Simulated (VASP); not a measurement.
# Cu (Fm-3m) in VASP: elastic constants with PBEsol

Aim: the elastic constants of Cu with PBEsol.

Program: VASP 6.6.1. These are calculated values, not measurements. Logs are shortened: lines on timing, memory, paths and dates and some standing lists are left out, and cuts for length are marked.

## 1. The cell of the first run

The structure is cubic, space group Fm-3m (No. 225). The conventional cell has a = 3.502 Å, b = 3.502 Å, c = 3.502 Å, α = 90.00°, β = 90.00°, γ = 90.00°. Cu (site symmetry m-3m) has 12 Cu at 2.48 Å within 3.3 Å.

## 2. Elastic constants, PBEsol

File INCAR:

```
PREC = Accurate
ENCUT = 600
EDIFF = 1E-8
ISMEAR = -1
SIGMA = 0.05
LREAL = F
LASPH = T
NELM = 100
ALGO = Normal
ISIF = 3
LWAVE = F
LCHARG = F
GGA = PS
IBRION = 6
NFREE = 2
POTIM = 0.015
NSW = 1
```

File KPOINTS:

```
Automatic mesh
0
Gamma
  26 26 26
```

File POSCAR:

```
Cu
1.0
    0.0000000000      1.7510297665      1.7510297665
    1.7510297665      0.0000000000      1.7510297665
    1.7510297665      1.7510297665      0.0000000000
Cu
1
Direct
    0.0000000000      0.0000000000      0.0000000000
```

Potentials or basis: VASP PAW PBE potentials, release 64 (Cu).

Launch:

```bash
$ cat potpaw_PBE.64/Cu/POTCAR > POTCAR
$ mpirun -np 1 vasp_std > vasp.out
```

OUTCAR:

```text
PREC = Accurate
   ENCUT = 600
   EDIFF = 1E-8
   ISMEAR = -1
   LREAL = F
   LASPH = T
   NELM = 100
   ISIF = 3
   GGA = PS
   IBRION = 6
   NFREE = 2
   POTIM = 0.015
   NSW = 1

 ion  position               nearest neighbor table
   1  0.000  0.000  0.000-

  LATTYP: Found a face centered cubic cell.
 ALAT       =     3.5020595330

  Lattice vectors:

 A1 = (   0.0000000000,   1.7510297665,   1.7510297665)
 A2 = (   1.7510297665,   0.0000000000,   1.7510297665)
 A3 = (   1.7510297665,   1.7510297665,   0.0000000000)

Analysis of symmetry for initial positions (statically):
=====================================================================
 Subroutine PRICEL returns:
 Original cell was already a primitive cell.

 Routine SETGRP: Setting up the symmetry group for a
 face centered cubic supercell.

 Subroutine GETGRP returns: Found 48 space group operations
 (whereof 48 operations were pure point group operations)
 out of a pool of 48 trial point group operations.

The static configuration has the point symmetry O_h .

Analysis of symmetry for dynamics (positions and initial velocities):
=====================================================================
 Subroutine PRICEL returns:
 Original cell was already a primitive cell.

 Routine SETGRP: Setting up the symmetry group for a
 face centered cubic supercell.

 Subroutine GETGRP returns: Found 48 space group operations
 (whereof 48 operations were pure point group operations)
 out of a pool of 48 trial point group operations.

The dynamic configuration has the point symmetry O_h .

 Subroutine INISYM returns: Found 48 space group operations
 (whereof 48 operations are pure point group operations),
 and found     1 'primitive' translations

----------------------------------------------------------------------------------------

                                     Primitive cell

  volume of cell :      10.7377

[... 325 lines left out ...]
 fundamental gap:      0.0161350649
 Fermi energy:         8.6453781253

 k-point     1 :       0.0000    0.0000    0.0000
  band No.  band energies     occupation
      1      -1.5039      2.00000
      2       5.3003      2.00000
      3       5.3003      2.00000
      4       5.3003      2.00000
      5       6.2645      2.00000
      6       6.2645      2.00000
      7      31.9765      0.00000
      8      35.3452      0.00000
      9      35.3452      0.00000
[... 265 lines left out ...]
 k-point    24 :       0.3846    0.0385    0.0000
  band No.  band energies     occupation
      1       2.5346      2.00000
      2       5.3225      2.00000
      3       5.3702      2.00000
      4       5.5649      2.00000
      5       6.7772      2.00000
      6       6.7792      2.00000
      7      16.2436      0.00000
      8      30.5617      0.00000
      9      31.1580      0.00000

 [... further k-points ...]
[... 5 lines left out ...]
  --------------------------------------------------------------------------------------
  -------------------------------------------------------------------------------------
  Total        0.7230052      0.7230052      0.7230052      0.0000000      0.0000000      0.0000000
  in kB      107.8801181    107.8801181    107.8801181      0.0000000      0.0000000      0.0000000
  external PRESSURE =     107.8801181 kB  Pullay stress =       0.0000000 kB
[... 16 lines left out ...]
  FREE ENERGIE OF THE ION-ELECTRON SYSTEM (eV)
  ---------------------------------------------------
  free  energy   TOTEN  =        -4.2902639985 eV

  energy  without entropy=       -4.2881148476  energy(sigma->0) =       -4.28918942

 INTERNAL STRAIN TENSORS FROM STRAINED CELLS
 ============================================

 INTERNAL STRAIN TENSOR FOR ION    1 for displacements in x,y,z  (eV/Angst):
          X           Y           Z          XY          YZ          ZX
  --------------------------------------------------------------------------------
  x     0.00000     0.00000     0.00000     0.00000     0.00000     0.00000
  y     0.00000     0.00000    -0.00000    -0.00000     0.00000    -0.00000
  z    -0.00000     0.00000     0.00000     0.00000    -0.00000     0.00000

 INTERNAL STRAIN TENSORS FROM DISPLACED ATOMS
 ============================================

 INTERNAL STRAIN TENSOR FOR ION    1 for displacements in x,y,z  (eV/Angst):
          X           Y           Z          XY          YZ          ZX
  --------------------------------------------------------------------------------
  x     0.00000     0.00000     0.00000     0.00000     0.00000     0.00000
  y     0.00000     0.00000     0.00000     0.00000     0.00000     0.00000
  z     0.00000     0.00000     0.00000     0.00000     0.00000     0.00000

 Eigenvectors and eigenvalues of the dynamical matrix
 ----------------------------------------------------

   1 f/i=    0.000000 THz     0.000000 2PiTHz    0.000000 cm-1     0.000000 meV
             X         Y         Z           dx          dy          dz
      0.000000  0.000000  0.000000     0.000000    1.000000    0.000000

   2 f/i=    0.000000 THz     0.000000 2PiTHz    0.000000 cm-1     0.000000 meV
             X         Y         Z           dx          dy          dz
      0.000000  0.000000  0.000000     1.000000    0.000000    0.000000

   3 f/i=    0.000000 THz     0.000000 2PiTHz    0.000000 cm-1     0.000000 meV
             X         Y         Z           dx          dy          dz
      0.000000  0.000000  0.000000     0.000000    0.000000    1.000000

--------------------------------------------------------------------------------------------------------

 ELASTIC MODULI CONTR FROM IONIC RELAXATION (kBar)
 Direction    XX          YY          ZZ          XY          YZ          ZX
 --------------------------------------------------------------------------------
 XX           0.0000      0.0000      0.0000      0.0000      0.0000      0.0000
 YY           0.0000      0.0000      0.0000      0.0000      0.0000      0.0000
 ZZ           0.0000      0.0000      0.0000      0.0000      0.0000      0.0000
 XY           0.0000      0.0000      0.0000      0.0000      0.0000      0.0000
 YZ           0.0000      0.0000      0.0000      0.0000      0.0000      0.0000
 ZX           0.0000      0.0000      0.0000      0.0000      0.0000      0.0000
 --------------------------------------------------------------------------------

 TOTAL ELASTIC MODULI (kBar)
 Direction    XX          YY          ZZ          XY          YZ          ZX
 --------------------------------------------------------------------------------
 XX        2558.5074   1793.6871   1793.6871     -0.0000      0.0000     -0.0000
 YY        1793.6871   2558.5074   1793.6871     -0.0000     -0.0000      0.0000
 ZZ        1793.6871   1793.6871   2558.5074      0.0000     -0.0000      0.0000
 XY          -0.0000     -0.0000      0.0000   1188.2032     -0.0000     -0.0000
 YZ           0.0000     -0.0000     -0.0000     -0.0000   1188.2032     -0.0000
 ZX          -0.0000      0.0000      0.0000     -0.0000     -0.0000   1188.2032
 --------------------------------------------------------------------------------
```

OSZICAR:

```text
N       E                     dE             d eps       ncg     rms          rms(c)
DAV:   1     0.366339417483E+02    0.36634E+02   -0.62196E+03  9624   0.235E+03
DAV:   2    -0.495096260605E+01   -0.41585E+02   -0.39580E+02  9266   0.205E+02
DAV:   3    -0.540222236449E+01   -0.45126E+00   -0.45015E+00 11013   0.308E+01
[... 163 lines left out ...]
DAV:   4    -0.429027015511E+01    0.24943E-03   -0.50060E-04 11791   0.278E-01    0.193E-02
DAV:   5    -0.429026409480E+01    0.60603E-05   -0.75983E-05 10304   0.206E-01    0.480E-03
DAV:   6    -0.429026397940E+01    0.11541E-06   -0.23183E-06 11502   0.354E-02    0.575E-04
DAV:   7    -0.429026399554E+01   -0.16142E-07   -0.24656E-08  6786   0.361E-03    0.154E-04
DAV:   8    -0.429026399847E+01   -0.29327E-08   -0.34174E-09  5047   0.120E-03
  15 F= -.42902640E+01 E0= -.42891894E+01  d E =-.214915E-02
```

Run time: 19 min. Hardware: 1 thread of Intel Xeon 6975P-C (Granite Rapids), shared host; peak memory 1.1 GiB.

Results:

```yaml
Elastic_constants_C11_C12_C44: 256, 179, 119 GPa
Voigt_bulk_modulus: 205 GPa
```

Elastic tensor in Voigt notation (GPa, in the Cartesian axes of the cell as first typed):
```
256 179 179   0   0   0
179 256 179   0   0   0
179 179 256   0   0   0
  0   0   0 119   0   0
  0   0   0   0 119   0
  0   0   0   0   0 119
```

Clamped-ion elastic tensor (GPa):
```
256 179 179   0   0   0
179 256 179   0   0   0
179 179 256   0   0   0
  0   0   0 119   0   0
  0   0   0   0 119   0
  0   0   0   0   0 119
```

Caveat: the cell is under stress, which shifts elastic constants; the PAW data sets were made with another functional, which shifts forces and pressure a little.
